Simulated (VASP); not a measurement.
Here is a VASP 6.6.1 calculation.

INCAR

```
SYSTEM = BC4
PREC = Accurate
ENCUT = 520
EDIFF = 1E-6
ISMEAR = 0
SIGMA = 0.1
LREAL = .False.
LASPH = .True.
NELM = 100
ALGO = Normal
ISIF = 2
LWAVE = .False.
LCHARG = .False.
LDIPOL = .True.
IDIPOL = 3
DIPOL = 0.5 0.5 0.500
GGA = PE
NBANDS = 18
```

File KPOINTS:

```
regular mesh
0
Gamma
  6 4 1
  0 0 0
```

Contents of POSCAR:

```
BC4
1.0
    3.5149030000      0.0000000000      0.0000000000
    0.0000000000      4.6493150000      0.0000000000
    0.0000000000      0.0000000000     16.0000000000
B C
1 4
Direct
    0.0000000000      0.5000000000      0.5000000000
    0.8237323300      0.0000000000      0.5388189100
    0.1762676700      0.0000000000      0.5388189100
    0.1762676700      0.0000000000      0.4611810900
    0.8237323300      0.0000000000      0.4611810900
```

Potentials or basis: VASP PAW PBE potentials, release 64 (B, C).

Launch:

```bash
$ cat potpaw_PBE.64/B/POTCAR potpaw_PBE.64/C/POTCAR > POTCAR
$ mpirun -np 1 vasp_std > vasp.out
```

(1) What does it give for the largest force?

Answers

(1) 18.253 eV/Å.
